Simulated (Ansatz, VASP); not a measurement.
## KMgF3 in VASP and in Ansatz

```xyz
5
Lattice="3.9511 0.0000 0.0000 0.0000 3.9511 0.0000 0.0000 0.0000 3.9511" Properties=species:S:1:pos:R:3 pbc="T T T"
K     1.9755    1.9755    1.9755
Mg    0.0000    0.0000    0.0000
F     1.9755    0.0000    0.0000
F     0.0000    1.9755    0.0000
F     0.0000    0.0000    1.9755
```

Alike in both runs: task single point; functional r2SCAN; k mesh 7 × 7 × 7; occupations fermi-dirac, width 0.0183 eV; no spin polarisation.

```csv
,VASP,Ansatz
version,VASP 6.6.1,Ansatz 0.2.0
potentials or method,"VASP PAW PBE potentials, release 64 (K_sv, Mg, F), cutoff 520 eV",PAW plane waves
valence electrons in the cell,32,40
```

VASP gave:

| Item | Value |
| --- | --- |
| gap on the k mesh at the Fermi level (eV) | 8.49 |
| pressure (GPa) | 1.2 |

Q: Which values does Ansatz return?

A: gap on the k mesh at the Fermi level (eV): 8.51; pressure (GPa): 1.9.

VASP's potentials were made for PBE, not for r2SCAN. The functional is the same, so the differences come from potentials, cutoffs and numerics. VASP's potentials hold 32 valence electrons a cell and Ansatz's 40, so a difference there can come from the potentials and not from the codes.
